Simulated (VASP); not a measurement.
# SrTiO3 (R-3m) in VASP: notebook, part 2 of 2

VASP 6.6.1. Earlier steps stand in the parts before.

### Step 3. Electric field gradients, PBE (equal xy, yz and zx shear strains of +1 %)

INCAR

```
PREC = Accurate
ENCUT = 520
EDIFF = 1E-8
ISMEAR = -1
SIGMA = 0.05
LREAL = False
LASPH = True
NELM = 80
ALGO = Normal
ISIF = 2
LWAVE = False
LCHARG = False
GGA = PE
LEFG = True
NBANDS = 28
```

KPOINTS

```
regular mesh
0
Gamma
  7 7 7
```

POSCAR

```
SrTiO3
1.0
    3.9050000000      0.0195250000      0.0195250000
    0.0195250000      3.9050000000      0.0195250000
    0.0195250000      0.0195250000      3.9050000000
Sr Ti O
1 1 3
Direct
    0.0000000000      0.0000000000      0.0000000000
    0.5000000000      0.5000000000      0.5000000000
    0.0000000000      0.5000000000      0.5000000000
    0.5000000000      0.0000000000      0.5000000000
    0.5000000000      0.5000000000      0.0000000000
```

Potentials or basis: VASP PAW PBE potentials, release 64 (Sr_sv, Ti_sv, O).

On the command line:

```
$ cat potpaw_PBE.64/Sr_sv/POTCAR potpaw_PBE.64/Ti_sv/POTCAR potpaw_PBE.64/O/POTCAR > POTCAR
$ mpirun -np 1 vasp_std > vasp.out
```

OUTCAR:

```text
PREC = Accurate
   ENCUT = 520
   EDIFF = 1E-8
   ISMEAR = -1
   LREAL = False
   LASPH = True
   NELM = 80
   ISIF = 2
   GGA = PE

 ion  position               nearest neighbor table
   1  0.000  0.000  0.000-   3 2.75   4 2.75   3 2.75   5 2.75   4 2.75   5 2.75   3 2.78   3 2.78
                             4 2.78   4 2.78   5 2.78   5 2.78   2 3.37   2 3.37   2 3.37   2 3.37
   2  0.500  0.500  0.500-   3 1.95   4 1.95   5 1.95   5 1.95   4 1.95   3 1.95   1 3.37   1 3.37
                             1 3.37   1 3.37   1 3.37   1 3.37   1 3.42   1 3.42
   3  0.000  0.500  0.500-   2 1.95   2 1.95   1 2.75   1 2.75   1 2.78   1 2.78
   4  0.500  0.000  0.500-   2 1.95   2 1.95   1 2.75   1 2.75   1 2.78   1 2.78
   5  0.500  0.500  0.000-   2 1.95   2 1.95   1 2.75   1 2.75   1 2.78   1 2.78

  LATTYP: Found a trigonal (rhomboedric) cell.
 ALAT       =     3.9050976238
 COS(alpha) =     0.0100244988

  Lattice vectors:

 A1 = (   3.9050000000,   0.0195250000,   0.0195250000)
 A2 = (   0.0195250000,   3.9050000000,   0.0195250000)
 A3 = (   0.0195250000,   0.0195250000,   3.9050000000)

Analysis of symmetry for initial positions (statically):
=====================================================================
 Subroutine PRICEL returns:
 Original cell was already a primitive cell.

 Routine SETGRP: Setting up the symmetry group for a
 trigonal (rhombohedral) supercell.

 Subroutine GETGRP returns: Found 12 space group operations
 (whereof 12 operations were pure point group operations)
 out of a pool of 12 trial point group operations.

The static configuration has the point symmetry D_3d.

Analysis of symmetry for dynamics (positions and initial velocities):
=====================================================================
 Subroutine PRICEL returns:
 Original cell was already a primitive cell.

 Routine SETGRP: Setting up the symmetry group for a
 trigonal (rhombohedral) supercell.

 Subroutine GETGRP returns: Found 12 space group operations
 (whereof 12 operations were pure point group operations)
 out of a pool of 12 trial point group operations.

The dynamic configuration has the point symmetry D_3d.

 Subroutine INISYM returns: Found 12 space group operations
 (whereof 12 operations are pure point group operations),
 and found     1 'primitive' translations

----------------------------------------------------------------------------------------

                                     Primitive cell

  volume of cell :      59.5430

  direct lattice vectors                    reciprocal lattice vectors
     3.905000000  0.019525000  0.019525000     0.256094687 -0.001274103 -0.001274103
     0.019525000  3.905000000  0.019525000    -0.001274103  0.256094687 -0.001274103
     0.019525000  0.019525000  3.905000000    -0.001274103 -0.001274103  0.256094687

  length of vectors
     3.905097624  3.905097624  3.905097624     0.256101026  0.256101026  0.256101026

  position of ions in fractional coordinates (direct lattice)
     0.000000000  0.000000000  0.000000000
     0.500000000  0.500000000  0.500000000
     1.000000000  0.500000000  0.500000000
     0.500000000  1.000000000  0.500000000
     0.500000000  0.500000000  1.000000000

  ion indices of the primitive-cell ions
[... 101 lines left out ...]
  Thomas-Fermi vector in A             =   2.553267
   LORBIT       =      0    0 simple, 1 ext, 2 COOP (PROOUT), +10 PAW based schemes
   GGA     = PE    functional components
   LHFCALC =     F    Hartree Fock is set to
   AEXX    =    0.0000 exact exchange contribution
   IVDW    =     0    specifies the selected vdW correction
   LEPSILON=     F    determine dielectric tensor
   LRPA    =     F    only Hartree local field effects (RPA)
 non-spin polarized calculation
  energy-cutoff  :      520.00
  volume of cell :       59.54
 maximum number of plane-waves:      1617
 NGX is ok and might be reduce to    30
   NGX = 15   NGY = 15   NGZ = 15

 number of electron      40.0000006 magnetization

 Free energy of the ion-electron system (eV)
  ---------------------------------------------------
  ext. energy  EPLUGINS =         0.00000000
  ---------------------------------------------------
  free energy    TOTEN  =       -40.07002528 eV

  energy without entropy =      -40.07002528  energy(sigma->0) =      -40.07002528

 E-fermi :   5.0923     XC(G=0): -11.2712

 val. band max:        4.1069379437   @ k =  -0.4286   0.4286   0.4286
 cond. band min:       6.0037670729   @ k =   0.0000   0.0000   0.0000
 fundamental gap:      1.8968291292
 Fermi energy:         5.0922833494

 k-point     1 :       0.0000    0.0000    0.0000
  band No.  band energies     occupation
      1     -52.2988      2.00000
      2     -28.6234      2.00000
      3     -28.5490      2.00000
      4     -28.5490      2.00000
      5     -28.5371      2.00000
      6     -13.2628      2.00000
[... 733 lines left out ...]
     27      12.3378      0.00000
     28      12.4951      0.00000

 [... further k-points ...]

------------------------ aborting loop because EDIFF is reached ----------------------------------------

  FORCE on cell =-STRESS in cart. coord.  units (eV):
  Direction    XX          YY          ZZ          XY          YZ          ZX
  --------------------------------------------------------------------------------------
  -------------------------------------------------------------------------------------
  Total        1.8599300      1.8599300      1.8599300     -0.4231811     -0.4231811     -0.4231811
  in kB       50.0468243     50.0468243     50.0468243    -11.3869182    -11.3869182    -11.3869182
  external PRESSURE =      50.0468243 kB  Pullay stress =       0.0000000 kB

 VOLUME and BASIS-vectors are now :
 -----------------------------------------------------------------------------
  energy-cutoff  :      520.00
  volume of cell :       59.54
      direct lattice vectors                 reciprocal lattice vectors
     3.905000000  0.019525000  0.019525000     0.256094687 -0.001274103 -0.001274103
     0.019525000  3.905000000  0.019525000    -0.001274103  0.256094687 -0.001274103
     0.019525000  0.019525000  3.905000000    -0.001274103 -0.001274103  0.256094687

 POSITION                                       TOTAL-FORCE (eV/Angst)
 -----------------------------------------------------------------------------------
      0.00000      0.00000      0.00000         0.000000     -0.000000      0.000000
      1.97202      1.97202      1.97202        -0.000000      0.000000      0.000000
      0.01953      1.96226      1.96226         0.000000      0.000000      0.000000
      1.96226      0.01953      1.96226        -0.000000     -0.000000     -0.000000
      1.96226      1.96226      0.01953         0.000000     -0.000000      0.000000
 -----------------------------------------------------------------------------------
    total drift:                                0.000000      0.000000     -0.000000

  FREE ENERGIE OF THE ION-ELECTRON SYSTEM (eV)
  ---------------------------------------------------
  free  energy   TOTEN  =       -40.0700252782 eV

  energy  without entropy=      -40.0700252774  energy(sigma->0) =      -40.07002528

 Electric field gradients (V/A^2)
---------------------------------------------------------------------
 ion       V_xx      V_yy      V_zz      V_xy      V_xz      V_yz
---------------------------------------------------------------------
   1      -0.000     0.000     0.000     3.090     3.090     3.090
   2       0.000     0.000    -0.000    -1.986    -1.986    -1.986
   3      11.440    -5.720    -5.720     1.446     1.446    -0.492
   4      -5.720    11.440    -5.720     1.446    -0.492     1.446
   5      -5.720    -5.720    11.440    -0.492     1.446     1.446
---------------------------------------------------------------------

 Electric field gradients after diagonalization (V/A^2)
 (convention: |V_zz| > |V_xx| > |V_yy|)
----------------------------------------------------------------------
 ion       V_xx      V_yy      V_zz     asymmetry (V_yy - V_xx)/ V_zz
----------------------------------------------------------------------
   1      -3.090    -3.090     6.181       0.000
   2       1.986     1.986    -3.972       0.000
   3      -6.446    -5.227    11.673       0.104
   4      -6.446    -5.227    11.673       0.104
   5      -6.446    -5.227    11.673       0.104
----------------------------------------------------------------------

           NMR quadrupolar parameters

 Cq : quadrupolar parameter    Cq=e*Q*V_zz/h
 eta: asymmetry parameters     (V_yy - V_xx)/ V_zz
 Q  : nuclear electric quadrupole moment in mb (millibarn)
----------------------------------------------------------------------
 ion       Cq(MHz)       eta       Q (mb)
----------------------------------------------------------------------
   1       0.015       0.000       1.000
   2      -0.010       0.000       1.000
   3       0.028       0.104       1.000
   4       0.028       0.104       1.000
   5       0.028       0.104       1.000
----------------------------------------------------------------------
```

OSZICAR:

```text
N       E                     dE             d eps       ncg     rms          rms(c)
DAV:   1     0.428580295759E+03    0.42858E+03   -0.21424E+04  2464   0.159E+03
DAV:   2    -0.331167247618E+01   -0.43189E+03   -0.41185E+03  2748   0.438E+02
DAV:   3    -0.481284918762E+02   -0.44817E+02   -0.44442E+02  3368   0.135E+02
[... 11 lines left out ...]
DAV:  15    -0.400700255973E+02    0.38401E-05   -0.45230E-05  3324   0.564E-02    0.112E-02
DAV:  16    -0.400700253174E+02    0.27990E-06   -0.32517E-06  3032   0.191E-02    0.809E-03
DAV:  17    -0.400700252669E+02    0.50482E-07   -0.16332E-06  3088   0.139E-02    0.322E-03
DAV:  18    -0.400700252695E+02   -0.26157E-08   -0.22691E-07  2980   0.492E-03    0.107E-03
DAV:  19    -0.400700252782E+02   -0.86661E-08   -0.24862E-08  2492   0.113E-03
   1 F= -.40070025E+02 E0= -.40070025E+02  d E =-.778232E-09
```

stdout:

```text
POSCAR found type information on POSCAR SrTiO
 POSCAR found :  3 types and       5 ions
 scaLAPACK will be used
 LDA part: xc-table for (Slater+PW92), standard interpolation
 POSCAR, INCAR and KPOINTS ok, starting setup
 FFT: planning ... GRIDC
 FFT: planning ... GRID_SOFT
 FFT: planning ... GRID
 WAVECAR not read
 entering main loop
ion   1

ion   2

ion   3
     0.0000293    -0.4193163     0.1185864     0.0917035    -0.4193163    -0.1588351
     0.0000403    -0.4193163     0.1185864     0.0917035    -0.4193163    -0.1588351
     0.0000555    -0.4193163     0.1185864     0.0917035    -0.4193163    -0.1588351
     0.0000765    -0.4193163     0.1185864     0.0917034    -0.4193163    -0.1588350

     0.0000293    -1.3135769     0.4109388     2.5809903    -1.3135769    -4.4704063
     0.0000403    -1.3135766     0.4109388     2.5809896    -1.3135766    -4.4704052
     0.0000555    -1.3135763     0.4109386     2.5809886    -1.3135763    -4.4704033
     0.0000765    -1.3135756     0.4109384     2.5809867    -1.3135756    -4.4704002

ion   4
     0.0000293    -0.4193163    -0.4193163     0.0917035     0.1185864     0.1588351
     0.0000403    -0.4193163    -0.4193163     0.0917035     0.1185864     0.1588351
     0.0000555    -0.4193163    -0.4193163     0.0917035     0.1185864     0.1588351
     0.0000765    -0.4193163    -0.4193163     0.0917034     0.1185864     0.1588350

     0.0000293    -1.3135769    -1.3135769     2.5809903     0.4109388     4.4704063
     0.0000403    -1.3135766    -1.3135766     2.5809896     0.4109388     4.4704052
     0.0000555    -1.3135763    -1.3135763     2.5809886     0.4109386     4.4704033
     0.0000765    -1.3135756    -1.3135756     2.5809867     0.4109384     4.4704002

ion   5
```

Run time: 1.9 min. Hardware: 1 thread of Intel Xeon 8259CL, shared host; peak memory 0.22 GiB.

Results:

```
Free energy                             : -40.0700 eV
Pressure                                : 5.0 GPa
Band gap on the k mesh                  : 1.90 eV (least direct gap 2.17 eV)
Largest electric field gradient by atom : Sr +6.2; Ti -4.0; O +11.7 V/Å²
```

Stress tensor (GPa, compression positive):
```
 5.00 -1.14 -1.14
-1.14  5.00 -1.14
-1.14 -1.14  5.00
```

Electric field gradients, principal values (V/Å²):
| atom | least | middle | greatest (by size) |
| --- | --- | --- | --- |
| 1 Sr | -3.090 | -3.090 | 6.181 |
| 2 Ti | 1.986 | 1.986 | -3.972 |
| 3 O | -5.227 | -6.446 | 11.673 |
| 4 O | -5.227 | -6.446 | 11.673 |
| 5 O | -5.227 | -6.446 | 11.673 |

Caveat: the cell differs from its parent crystal (equal xy, yz and zx shear strains of +1 %); the cell stands under pressure; without QUAD_EFG the Cq values of the log hold for a quadrupole moment of 1 mb, not for the nuclei; an odd mesh through Γ misses points on the zone boundary, where band edges can lie.

### Step 4. Electric field gradients, PBE (equal xy, yz and zx shear strains of +3 %)

INCAR

```
ALGO = Normal
EDIFF = 1E-8
ENCUT = 520
GGA = PE
ISIF = 2
ISMEAR = -1
LASPH = T
LCHARG = F
LEFG = T
LREAL = F
LWAVE = F
NBANDS = 28
NELM = 100
PREC = Accurate
SIGMA = 0.05
```

KPOINTS

```
k-points
0
Gamma
  7 7 7
```

POSCAR: that of step 3 with these lines changed.

```diff
@@ -2,5 +2,5 @@
 1.0
-    3.9050000000      0.0195250000      0.0195250000
-    0.0195250000      3.9050000000      0.0195250000
-    0.0195250000      0.0195250000      3.9050000000
+    3.9050000000      0.0585750000      0.0585750000
+    0.0585750000      3.9050000000      0.0585750000
+    0.0585750000      0.0585750000      3.9050000000
 Sr Ti O
```

Potentials or basis: VASP PAW PBE potentials, release 64 (Sr_sv, Ti_sv, O).

On the command line:

```
$ cat potpaw_PBE.64/Sr_sv/POTCAR potpaw_PBE.64/Ti_sv/POTCAR potpaw_PBE.64/O/POTCAR > POTCAR
$ mpirun -np 1 vasp_std > vasp.out
```

OUTCAR:

```text
EDIFF = 1E-8
   ENCUT = 520
   GGA = PE
   ISIF = 2
   ISMEAR = -1
   LASPH = T
   LREAL = F
   NELM = 100
   PREC = Accurate

 ion  position               nearest neighbor table
   1  0.000  0.000  0.000-   3 2.72   4 2.72   3 2.72   5 2.72   4 2.72   5 2.72   3 2.80   3 2.80
                             4 2.80   5 2.80   4 2.80   5 2.80   2 3.35   2 3.35   2 3.35   2 3.35
   2  0.500  0.500  0.500-   3 1.95   4 1.95   5 1.95   5 1.95   4 1.95   3 1.95   1 3.35   1 3.35
                             1 3.35   1 3.35   1 3.35   1 3.35   1 3.48   1 3.48
   3  0.000  0.500  0.500-   2 1.95   2 1.95   1 2.72   1 2.72   1 2.80   1 2.80
   4  0.500  0.000  0.500-   2 1.95   2 1.95   1 2.72   1 2.72   1 2.80   1 2.80
   5  0.500  0.500  0.000-   2 1.95   2 1.95   1 2.72   1 2.72   1 2.80   1 2.80

  LATTYP: Found a trigonal (rhomboedric) cell.
 ALAT       =     3.9058785262
 COS(alpha) =     0.0302114049

  Lattice vectors:

 A1 = (   3.9050000000,   0.0585750000,   0.0585750000)
 A2 = (   0.0585750000,   3.9050000000,   0.0585750000)
 A3 = (   0.0585750000,   0.0585750000,   3.9050000000)

Analysis of symmetry for initial positions (statically):
=====================================================================
 Subroutine PRICEL returns:
 Original cell was already a primitive cell.

 Routine SETGRP: Setting up the symmetry group for a
[... 954 lines left out ...]
    total drift:                                0.000000      0.000000     -0.000000

  FREE ENERGIE OF THE ION-ELECTRON SYSTEM (eV)
  ---------------------------------------------------
  free  energy   TOTEN  =       -40.0189453543 eV

  energy  without entropy=      -40.0189453531  energy(sigma->0) =      -40.01894535

 Electric field gradients (V/A^2)
---------------------------------------------------------------------
 ion       V_xx      V_yy      V_zz      V_xy      V_xz      V_yz
---------------------------------------------------------------------
   1      -0.000     0.000     0.000     9.773     9.773     9.773
   2       0.000     0.000    -0.000    -5.932    -5.932    -5.932
   3      11.546    -5.773    -5.773     4.391     4.391    -1.341
   4      -5.773    11.546    -5.773     4.391    -1.341     4.391
   5      -5.773    -5.773    11.546    -1.341     4.391     4.391
---------------------------------------------------------------------

 Electric field gradients after diagonalization (V/A^2)
 (convention: |V_zz| > |V_xx| > |V_yy|)
----------------------------------------------------------------------
 ion       V_xx      V_yy      V_zz     asymmetry (V_yy - V_xx)/ V_zz
----------------------------------------------------------------------
   1      -9.773    -9.773    19.547       0.000
   2       5.932     5.932   -11.864       0.000
   3      -8.991    -4.432    13.423       0.340
   4      -8.991    -4.432    13.423       0.340
   5      -8.991    -4.432    13.423       0.340
----------------------------------------------------------------------

           NMR quadrupolar parameters

 Cq : quadrupolar parameter    Cq=e*Q*V_zz/h
 eta: asymmetry parameters     (V_yy - V_xx)/ V_zz
 Q  : nuclear electric quadrupole moment in mb (millibarn)
----------------------------------------------------------------------
 ion       Cq(MHz)       eta       Q (mb)
----------------------------------------------------------------------
   1       0.047       0.000       1.000
   2      -0.029       0.000       1.000
   3       0.032       0.340       1.000
   4       0.032       0.340       1.000
   5       0.032       0.340       1.000
----------------------------------------------------------------------
```

OSZICAR:

```text
N       E                     dE             d eps       ncg     rms          rms(c)
DAV:   1     0.434229257269E+03    0.43423E+03   -0.21314E+04  2464   0.158E+03
DAV:   2    -0.502249448522E+01   -0.43925E+03   -0.42004E+03  2808   0.439E+02
DAV:   3    -0.480772756390E+02   -0.43055E+02   -0.42737E+02  3316   0.135E+02
[... 11 lines left out ...]
DAV:  15    -0.400189456790E+02    0.48626E-05   -0.35414E-05  3532   0.534E-02    0.135E-02
DAV:  16    -0.400189452166E+02    0.46241E-06   -0.60662E-06  2892   0.328E-02    0.344E-03
DAV:  17    -0.400189452903E+02   -0.73686E-07   -0.42011E-07  3260   0.486E-03    0.192E-03
DAV:  18    -0.400189453568E+02   -0.66513E-07   -0.54208E-08  3376   0.182E-03    0.123E-03
DAV:  19    -0.400189453543E+02    0.25375E-08   -0.24348E-08  2148   0.236E-03
   1 F= -.40018945E+02 E0= -.40018945E+02  d E =-.117945E-08
```

Run time: 1.7 min. Hardware: 1 thread of Intel Xeon 8259CL, shared host; peak memory 0.22 GiB.

Results:

```yaml
Free_energy: -40.0189 eV
Pressure: 5.2 GPa
Band_gap_on_the_k_mesh: 1.83 eV (least direct gap 2.05 eV)
Largest_electric_field_gradient_by_atom: Sr +19.5; Ti -11.9; O +13.4 V/Å²
```

Electric field gradients, principal values (V/Å²):
```csv
atom,least,middle,greatest (by size)
1 Sr,-9.773,-9.773,19.547
2 Ti,5.932,5.932,-11.864
3 O,-4.432,-8.991,13.423
4 O,-4.432,-8.991,13.423
5 O,-4.432,-8.991,13.423
```

Caveat: the cell differs from its parent crystal (equal xy, yz and zx shear strains of +3 %); the cell stands under pressure; without QUAD_EFG the Cq values of the log hold for a quadrupole moment of 1 mb, not for the nuclei; an odd mesh through Γ misses points on the zone boundary, where band edges can lie.

### Step 5. Summary

| cell | gap on the mesh (eV) | pressure (GPa) |
| --- | --- | --- |
| a = 3.905 Å, angles 91.1°, 5 atoms | 1.82 | 5.1 |
| a = 3.905 Å, angles 89.4°, 5 atoms | 1.90 | 5.0 |
| a = 3.906 Å, angles 88.3°, 5 atoms | 1.83 | 5.2 |

Alike in all rows: task electric field gradients; level PBE; potentials or basis VASP PAW PBE potentials, release 64 (Sr_sv, Ti_sv, O); no spin polarisation; k mesh 7 × 7 × 7; cutoff (eV) 520; smearing fermi-dirac 0.05 eV.

Caveats: the cell stands under pressure; an odd mesh through Γ misses points on the zone boundary, where band edges can lie.

Absolute energies hang on the potentials; compare differences alone.
